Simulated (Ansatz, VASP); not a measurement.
One calculation of SrLi2SnS4, two programs

```
Li Sr Sn S
1.0
    -3.32950    3.32950    3.95900
     3.32950   -3.32950    3.95900
     3.32950    3.32950   -3.95900
Li Sr Sn S
2 1 1 4
Direct
  0.25000 0.75000 0.50000
  0.75000 0.25000 0.50000
  0.50000 0.50000 0.00000
  0.00000 0.00000 0.00000
  0.03526 0.03526 0.41320
  0.96474 0.37794 0.00000
  0.62206 0.62206 0.58680
  0.37794 0.96474 0.00000
```

Alike in both runs: task relaxation of cell and atoms; functional PBEsol; k mesh 6 × 6 × 6; occupations fermi-dirac, width 0.02 eV; no spin polarisation.

|  | VASP | Ansatz |
| --- | --- | --- |
| version | VASP 6.6.1 | Ansatz 0.2.0 |
| potentials or method | VASP PAW PBE potentials, release 64 (Li_sv, Sr_sv, Sn_d, S), cutoff 600 eV | PAW plane waves |
| valence electrons in the cell | 54 | 54 |

```csv
,VASP,Ansatz,Ansatz less VASP
"gap on the k mesh at the Fermi level, each at its own relaxed structure (eV)",2.42,2.40,-0.021
relaxed volume (Å³/atom),21.66,21.64,-0.023
relaxed length of the cell vector where the two differ most in proportion (Å),6.120,6.119,-0.0013
```

VASP's potentials were made for PBE, not for PBEsol, and Ansatz warns of the same on its side.

Noted on VASP's run: the cutoff is under 1.25 times that of the potentials, so the pressure is a little rough.
